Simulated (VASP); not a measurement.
# AlFe (Pm-3m) in VASP: single point with PBEsol

Aim: the single point of AlFe with PBEsol.

Program: VASP 6.6.1. These are calculated values, not measurements. Logs are shortened: lines on timing, memory, paths and dates and some standing lists are left out, and cuts for length are marked.

### 1 The cell of the first run

It takes space group Pm-3m (No. 221, cubic). Conventional cell: a = 2.934 Å, b = 2.934 Å, c = 2.934 Å, α = 90.00°, β = 90.00°, γ = 90.00°. Al (site symmetry m-3m) has 8 Fe at 2.54 Å and 6 Al at 2.93 Å within 3.4 Å. Fe (site symmetry m-3m) has 8 Al at 2.54 Å and 6 Fe at 2.93 Å within 3.4 Å.

### 2 Single point, PBEsol

Contents of POSCAR:

```
AlFe
1.0
    2.9338220000      0.0000000000      0.0000000000
    0.0000000000      2.9338220000      0.0000000000
    0.0000000000      0.0000000000      2.9338220000
Al Fe
1 1
Direct
    0.0000000000      0.0000000000      0.0000000000
    0.5000000000      0.5000000000      0.5000000000
```

Contents of INCAR.step1:

```
PREC = Accurate
ENCUT = 520
EDIFF = 1E-6
ISMEAR = -1
SIGMA = 0.1
LREAL = False
LASPH = True
NELM = 120
ALGO = Normal
ISIF = 2
LWAVE = False
LCHARG = True
LMAXMIX = 4
GGA = PS
NBANDS = 12
GGA_COMPAT = False
NEDOS = 2001
LORBIT = 11
```

Contents of KPOINTS.step1:

```
regular mesh
0
Gamma
  11 11 11
```

Contents of INCAR.step2:

```
PREC = Accurate
ENCUT = 520
EDIFF = 1E-6
ISMEAR = -5
SIGMA = 0.1
LREAL = False
LASPH = True
NELM = 120
ALGO = Normal
ISIF = 2
LWAVE = False
LCHARG = False
LMAXMIX = 4
GGA = PS
LORBIT = 11
NBANDS = 12
NEDOS = 2001
ICHARG = 11
GGA_COMPAT = False
```

Contents of KPOINTS.step2:

```
regular mesh
0
Gamma
  17 17 17
```

Potentials or basis: VASP PAW PBE potentials, release 64 (Al, Fe).

Launch:

```sh
cat potpaw_PBE.64/Al/POTCAR potpaw_PBE.64/Fe/POTCAR > POTCAR
cp INCAR.step1 INCAR
cp KPOINTS.step1 KPOINTS
mpirun -np 1 vasp_std > vasp.out
cp INCAR.step2 INCAR
cp KPOINTS.step2 KPOINTS
mpirun -np 1 vasp_std > vasp.out
```

OUTCAR:

```text
PREC = Accurate
   ENCUT = 520
   EDIFF = 1E-6
   ISMEAR = -5
   LREAL = False
   LASPH = True
   NELM = 120
   ISIF = 2
   GGA = PS
   LORBIT = 11
   ICHARG = 11

 ion  position               nearest neighbor table
   1  0.000  0.000  0.000-   2 2.54   2 2.54   2 2.54   2 2.54   2 2.54   2 2.54   2 2.54   2 2.54

   2  0.500  0.500  0.500-   1 2.54   1 2.54   1 2.54   1 2.54   1 2.54   1 2.54   1 2.54   1 2.54

  LATTYP: Found a simple cubic cell.
 ALAT       =     2.9338220000

  Lattice vectors:

 A1 = (   2.9338220000,   0.0000000000,   0.0000000000)
 A2 = (   0.0000000000,   2.9338220000,   0.0000000000)
 A3 = (   0.0000000000,   0.0000000000,   2.9338220000)

Analysis of symmetry for initial positions (statically):
=====================================================================
 Subroutine PRICEL returns:
 Original cell was already a primitive cell.

 Routine SETGRP: Setting up the symmetry group for a
 simple cubic supercell.

 Subroutine GETGRP returns: Found 48 space group operations
 (whereof 48 operations were pure point group operations)
 out of a pool of 48 trial point group operations.

The static configuration has the point symmetry O_h .

Analysis of symmetry for dynamics (positions and initial velocities):
=====================================================================
 Subroutine PRICEL returns:
 Original cell was already a primitive cell.

 Routine SETGRP: Setting up the symmetry group for a
 simple cubic supercell.

 Subroutine GETGRP returns: Found 48 space group operations
 (whereof 48 operations were pure point group operations)
 out of a pool of 48 trial point group operations.

The dynamic configuration has the point symmetry O_h .

 Subroutine INISYM returns: Found 48 space group operations
 (whereof 48 operations are pure point group operations),
 and found     1 'primitive' translations

----------------------------------------------------------------------------------------

                                     Primitive cell

  volume of cell :      25.2523

  direct lattice vectors                    reciprocal lattice vectors
     2.933822000  0.000000000  0.000000000     0.340852308  0.000000000  0.000000000
     0.000000000  2.933822000  0.000000000     0.000000000  0.340852308  0.000000000
     0.000000000  0.000000000  2.933822000     0.000000000  0.000000000  0.340852308

  length of vectors
     2.933822000  2.933822000  2.933822000     0.340852308  0.340852308  0.340852308

  position of ions in fractional coordinates (direct lattice)
     0.000000000  0.000000000  0.000000000
     0.500000000  0.500000000  0.500000000

  ion indices of the primitive-cell ions
   primitive index   ion index
                 1           1
                 2           2

----------------------------------------------------------------------------------------

 KPOINTS: regular mesh

Automatic generation of k-mesh.
 Grid dimensions read from file:
 generate k-points for:   17   17   17

 Generating k-lattice:

  Cartesian coordinates                     Fractional coordinates (reciprocal lattice)
     0.020050136  0.000000000  0.000000000     0.058823529  0.000000000  0.000000000
     0.000000000  0.020050136  0.000000000     0.000000000  0.058823529  0.000000000
     0.000000000  0.000000000  0.020050136     0.000000000  0.000000000  0.058823529

  Length of vectors
     0.020050136  0.020050136  0.020050136

  Shift w.r.t. Gamma in fractional coordinates (k-lattice)
     0.000000000  0.000000000  0.000000000

 TETIRR: Found   2433 inequivalent tetrahedra from    29478

 Subroutine IBZKPT returns following result:
 ===========================================

 Found    165 irreducible k-points:

 Following reciprocal coordinates:
            Coordinates               Weight
  0.000000  0.000000  0.000000      1.000000
  0.058824  0.000000  0.000000      6.000000
  0.117647  0.000000  0.000000      6.000000
  0.176471  0.000000  0.000000      6.000000
  0.235294  0.000000  0.000000      6.000000
  0.294118  0.000000  0.000000      6.000000
[... 16 lines left out ...]
  0.411765  0.117647  0.000000     24.000000
  0.470588  0.117647  0.000000     24.000000
 [... further k-points ...]
   k-points           NKPTS =    165   k-points in BZ     NKDIM =    165   number of bands    NBANDS=     12
   number of dos      NEDOS =   2001   number of ions     NIONS =      2
   total plane-waves  NPLWV =  13824
   dimension x,y,z NGX =    24 NGY =   24 NGZ =   24
   dimension x,y,z NGXF=    48 NGYF=   48 NGZF=   48
   ions per type =               1   1
   NGX,Y,Z   is equivalent  to a cutoff of  13.60, 13.60, 13.60 a.u.
   NGXF,Y,Z  is equivalent  to a cutoff of  27.20, 27.20, 27.20 a.u.
 SYSTEM =  unknown system
   PREC   = accura    normal or accurate (medium, high low for compatibility)
   ISTART =      0    job   : 0-new  1-cont  2-samecut
   ICHARG =     11    charge: 1-file 2-atom 10-const
   ISPIN  =      1    spin polarized calculation?
   LNONCOLLINEAR =      F non collinear calculations
   LSORBIT =      F    spin-orbit coupling
   LASPH  =      T    aspherical Exc in radial PAW
   ENCUT  =  520.0 eV  38.22 Ry    6.18 a.u.   5.45  5.45  5.45*2*pi/ulx,y,z
   NELM   =    120;   NELMIN=  2; NELMDL=  0     # of ELM steps
   EDIFF  = 0.1E-05   stopping-criterion for ELM
   LREAL  =      F    real-space projection
   EDIFFG = 0.1E-04   stopping-criterion for IOM
   NSW    =      0    number of steps for IOM
   IBRION =     -1    ionic relax: 0-MD 1-quasi-New 2-CG
   NFREE  =      0    steps in history (QN), initial steepest desc. (CG)
   ISIF   =      2    stress and relaxation
   ISYM   =      2    0-nonsym 1-usesym 2-fastsym
   POTIM  = 0.5000    time-step for ionic-motion
   TEBEG  =    0.0;   TEEND  =   0.0 temperature during run
   PSTRESS=    0.0 pullay stress
   NELECT =      11.0000    total number of electrons
   NUPDOWN=      -1.0000    fix difference up-down
   EMIN   =  10.00;   EMAX   =-10.00  energy-range for DOS
   EFERMI =   0.00;   METHOD = LEGACY
   ISMEAR =    -5;   SIGMA  =   0.10  broadening in eV -4-tet -1-fermi 0-gaus
   EFERMI_NEDOS =   21; number of points for ismear=-14 and -15
   IALGO  =     38    algorithm
   IMIX   =      4    mixing-type and parameters
     AMIX     =   0.40;   BMIX     =  1.00
     AMIX_MAG =   1.60;   BMIX_MAG =  1.00
  volume/ion in A,a.u.               =      12.63        85.21
  Fermi-wavevector in a.u.,A,eV,Ry     =   1.241001  2.345151 20.954092  1.540082
  Thomas-Fermi vector in A             =   2.375417
   LORBIT       =     11    0 simple, 1 ext, 2 COOP (PROOUT), +10 PAW based schemes
   GGA     = PS    functional components
   LHFCALC =     F    Hartree Fock is set to
   AEXX    =    0.0000 exact exchange contribution
   IVDW    =     0    specifies the selected vdW correction
   LEPSILON=     F    determine dielectric tensor
   LRPA    =     F    only Hartree local field effects (RPA)
 non-spin polarized calculation
 Fermi weights with tetrahedron method with Bloechl corrections
  energy-cutoff  :      520.00
  volume of cell :       25.25
 maximum number of plane-waves:       705
 NGX is ok and might be reduce to    24

 number of electron      11.0000001 magnetization

 Free energy of the ion-electron system (eV)
  ---------------------------------------------------
  ext. energy  EPLUGINS =         0.00000000
  ---------------------------------------------------
  free energy    TOTEN  =       -13.58368602 eV

  energy without entropy =      -13.58368602  energy(sigma->0) =      -13.58368602

 E-fermi :   7.1546     XC(G=0): -11.9686

 val. band max:        7.1698607247   @ k =   0.1176   0.0000   0.0000
 cond. band min:       7.1695320345   @ k =   0.4118   0.1176   0.1176
 fundamental gap:     -0.0003286902
 Fermi energy:         7.1546090660

 k-point     1 :       0.0000    0.0000    0.0000
  band No.  band energies     occupation
      1      -2.7809      2.00000
      2       5.1370      2.00000
      3       5.1370      2.00000
      4       7.3162      0.00000
      5       7.3162      0.00000
      6       7.3162      0.00000
      7      13.2876      0.00000
      8      13.2876      0.00000
      9      13.2876      0.00000
     10      16.3296      0.00000
     11      16.3296      0.00000
     12      21.7218      0.00000

 k-point     2 :       0.0588    0.0000    0.0000
  band No.  band energies     occupation
      1      -2.7188      2.00000
      2       5.1288      2.00000
      3       5.1553      2.00000
      4       7.2773     -0.15605
      5       7.2773     -0.03241
      6       7.3201      0.00000
      7      12.7156      0.00000
      8      13.3798      0.00000
      9      13.3798      0.00000
     10      16.3168      0.00000
     11      16.8550      0.00000
     12      21.9286      0.00000

 k-point     3 :       0.1176    0.0000    0.0000
  band No.  band energies     occupation
      1      -2.5331      2.00000
      2       5.0903      2.00000
      3       5.2083      2.00000
      4       7.1699      1.11688
      5       7.1699      0.71292
      6       7.3312      0.00000
      7      11.6121      0.00000
      8      13.6474      0.00000
      9      13.6474      0.00000
     10      16.2787      0.00000
     11      17.7950      0.00000
     12      22.5812      0.00000
[... 286 lines left out ...]
 k-point    23 :       0.4118    0.1176    0.0000
  band No.  band energies     occupation
      1       0.3166      2.00000
      2       2.8767      2.00000
      3       5.7191      2.00000
      4       6.3391      2.00000
      5       6.4782      2.00000
      6       7.3047     -0.07879
      7       8.3780      0.00000
      8      14.3736      0.00000
      9      16.5913      0.00000
     10      17.1346      0.00000
     11      19.0238      0.00000
     12      20.0502      0.00000

 k-point    24 :       0.4706    0.1176    0.0000
  band No.  band energies     occupation
      1       1.0863      2.00000
      2       2.0423      2.00000
      3       5.7820      2.00000
      4       6.2861      2.00000
      5       6.4280      2.00000
      6       7.3137     -0.03887
      7       8.2910      0.00000
      8      14.8198      0.00000
      9      16.2767      0.00000
     10      18.0107      0.00000
     11      18.7394      0.00000
     12      19.0267      0.00000

 [... further k-points ...]
[... 5 lines left out ...]
  --------------------------------------------------------------------------------------
  -------------------------------------------------------------------------------------
  Total       -2.6662474     -2.6662474     -2.6662474     -0.0000000     -0.0000000      0.0000000
  in kB     -169.1647014   -169.1647014   -169.1647014     -0.0000000     -0.0000000      0.0000000
  external PRESSURE =    -169.1647014 kB  Pullay stress =       0.0000000 kB

 VOLUME and BASIS-vectors are now :
 -----------------------------------------------------------------------------
  energy-cutoff  :      520.00
  volume of cell :       25.25
      direct lattice vectors                 reciprocal lattice vectors
     2.933822000  0.000000000  0.000000000     0.340852308  0.000000000  0.000000000
     0.000000000  2.933822000  0.000000000     0.000000000  0.340852308  0.000000000
     0.000000000  0.000000000  2.933822000     0.000000000  0.000000000  0.340852308

 POSITION                                       TOTAL-FORCE (eV/Angst)
 -----------------------------------------------------------------------------------
      0.00000      0.00000      0.00000         0.000000      0.000000      0.000000
      1.46691      1.46691      1.46691         0.000000      0.000000      0.000000
 -----------------------------------------------------------------------------------
    total drift:                                0.000000     -0.000000     -0.000000

  FREE ENERGIE OF THE ION-ELECTRON SYSTEM (eV)
  ---------------------------------------------------
  free  energy   TOTEN  =       -13.5836860249 eV

  energy  without entropy=      -13.5836860249  energy(sigma->0) =      -13.58368602

 total charge

# of ion       s       p       d       tot
------------------------------------------
    1        0.392   0.409   0.000   0.801
    2        0.411   0.452   6.446   7.309
--------------------------------------------------
tot          0.802   0.861   6.446   8.110
```

It took 48 s on 1 thread of Intel Xeon 8259CL, shared host; peak memory 0.18 GiB.

What came out:

```yaml
Valence_electrons_inside_the_program's_atomic_spheres: Al 0.80; Fe 7.31
```

Caveat: the PAW data sets were made with another functional, which shifts forces and pressure a little; the run has no spin polarisation, though such a crystal can be magnetic. Spin polarisation is off, so any magnetic state and its effect on volume and gap are missing.
